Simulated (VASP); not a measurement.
N, 2 atoms in the cell. The structure is hexagonal, space group P6_3/mmc (No. 194). Conventional cell: a = 2.519 Å, b = 2.519 Å, c = 2.446 Å, α = 90.00°, β = 90.00°, γ = 120.00°. Within 2.6 Å of N (site symmetry -6m2) lie 14 N at 1.90 to 2.52 Å. 

| Property | Result |
| --- | --- |
| Program | VASP 6.6.1 |
| Task | single point |
| Functional | PBE-based screened hybrid with 25 % exact exchange |
| Potentials or basis | VASP PAW PBE potentials, release 64 (N) |
| Cutoff | 520 eV |
| k mesh | 6 × 6 × 6 |
| Occupations | fermi-dirac, width 0.05 eV |
| Spin | no spin polarisation |
| Dipole correction | no |
| Grid for exact exchange (PRECFOCK) | Normal |
| Share of exact exchange | 0.25 |
| Further INCAR settings | ALGO = Normal; EDIFF = 1e-06; NBANDS = 12 |
| Screening parameter | 0.6 1/Å |

Potentials or basis: VASP PAW PBE potentials, release 64 (N).

Command:

```console
$ cat potpaw_PBE.64/N/POTCAR > POTCAR
$ cp INCAR.step1 INCAR
$ mpirun -np 1 vasp_std > vasp.out
$ cp INCAR.step2 INCAR
$ mpirun -np 1 vasp_std > vasp.out
```

Hardware: 1 thread of Intel(R) Xeon(R) 6975P-C (Granite Rapids) (shared host).

Problem. Estimate the wall time of this run.

Solution. Wall time 3 min on 1 thread of Intel(R) Xeon(R) 6975P-C (Granite Rapids), on a shared host, peak memory 0.22 GiB. Counts: k points 28.
